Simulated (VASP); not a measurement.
## BaSnAu: single point with PBE

The system is BaSnAu.

```
Ba Sn Au
1.0
     4.06366    0.00000    0.00000
     0.00000    4.06366    0.00000
     0.00000    0.00000    6.29865
Ba Sn Au
1 1 1
Direct
  0.00000 0.00000 0.00000
  0.50000 0.50000 0.50000
  0.00000 0.00000 0.50000
```

The cell was built from a structure type or drawn by symmetry, and may not be a known phase.

| Item | Value |
| --- | --- |
| Program | VASP 6.6.1 |
| Task | single point |
| Functional | PBE |
| Potentials or basis | VASP PAW PBE potentials, release 64 (Ba_sv, Sn_d, Au_sv_GW) |
| Cutoff | 500 eV |
| k mesh | 6 × 6 × 2 |
| Occupations | gaussian, width 0.1 eV |
| Spin | no spin polarisation |
| Dipole correction | no |
| Further INCAR settings | ALGO = Normal; EDIFF = 1e-06; NBANDS = 28 |

```yaml
Pressure: 0.2 GPa
Band_gap_on_the_k_mesh: zero (an odd number of electrons rules out a gap without spin polarisation)
```

Stress tensor (GPa, compression positive):
```
-0.02  0.00  0.00
 0.00 -0.02  0.00
 0.00  0.00  0.57
```

Levels at points of the mesh, in eV from the Fermi level:
```
           k point  band 18  band 19  band 20  band 21  band 22  band 23  band 24  band 25
(0.00, 0.00, 0.00)    -4.23    -4.22    -1.37    -1.10     0.47     0.94     0.94     1.45
(0.50, 0.00, 0.00)    -4.65    -4.21    -3.72    -0.24     0.43     2.45     2.50     2.60
(0.50, 0.50, 0.00)    -3.82    -2.49    -2.25    -2.25    -2.15     0.14     0.60     1.74
(0.00, 0.00, 0.50)    -4.15    -3.93    -3.01     0.20     0.42     0.56     0.56     1.75
(0.50, 0.00, 0.50)    -4.14    -4.02    -3.38    -0.25    -0.08     1.03     1.52     2.65
(0.50, 0.50, 0.50)    -3.82    -2.58    -2.58    -1.97    -1.79    -1.40     1.34     2.78
```

Run time: 74 s on 1 thread of AMD EPYC 7R43 64-Core Processor (Zen 3), with other jobs on the host, peak memory 0.2 GiB.

Caveat: the k points lie up to 0.50 Å⁻¹ apart, too coarse for converged energies and pressures of a metal; spin-orbit coupling is left out, which moves the levels of the heavy elements.
